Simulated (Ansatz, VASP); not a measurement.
# One calculation of Al5Cu, two programs

```
CELL_PARAMETERS angstrom
2.83527 0.00000 0.00000
-1.41764 2.45542 0.00000
0.00000 0.00000 13.51612
ATOMIC_POSITIONS crystal
Al 0.33333 0.66667 0.65040
Al 0.33333 0.66667 0.00000
Al 0.33333 0.66667 0.34960
Al 0.66667 0.33333 0.82453
Al 0.66667 0.33333 0.17547
Cu 0.66667 0.33333 0.50000
```

Alike in both runs: functional PBE; k mesh 18 × 18 × 4; occupations gaussian, width 0.1 eV; no spin polarisation.

Ansatz relaxed the structure, and its values are those at the end. VASP's run is a single point on that final structure, the one shown.

|  | VASP | Ansatz |
| --- | --- | --- |
| version | VASP 6.6.1 | Ansatz 0.2.0 |
| potentials or method | VASP PAW PBE potentials, release 64 (Al, Cu), cutoff 520 eV | scalar-relativistic, plane waves, PAW |
| valence electrons in the cell | 26 | 34 |

Ansatz gave:

```
gap on the k mesh at the Fermi level (eV) : none
pressure (GPa)                            : 0.0
rms of the force components (eV/Å)        : 0.000
```

Problem. Which values does VASP return?

Solution. gap on the k mesh at the Fermi level (eV): none; pressure (GPa): 0.1; rms of the force components (eV/Å): 0.006.

A gap of «none» marks a metal or a gap that the smearing closes. VASP's potentials hold 26 valence electrons a cell and Ansatz's 34, so a difference there can come from the potentials and not from the codes.
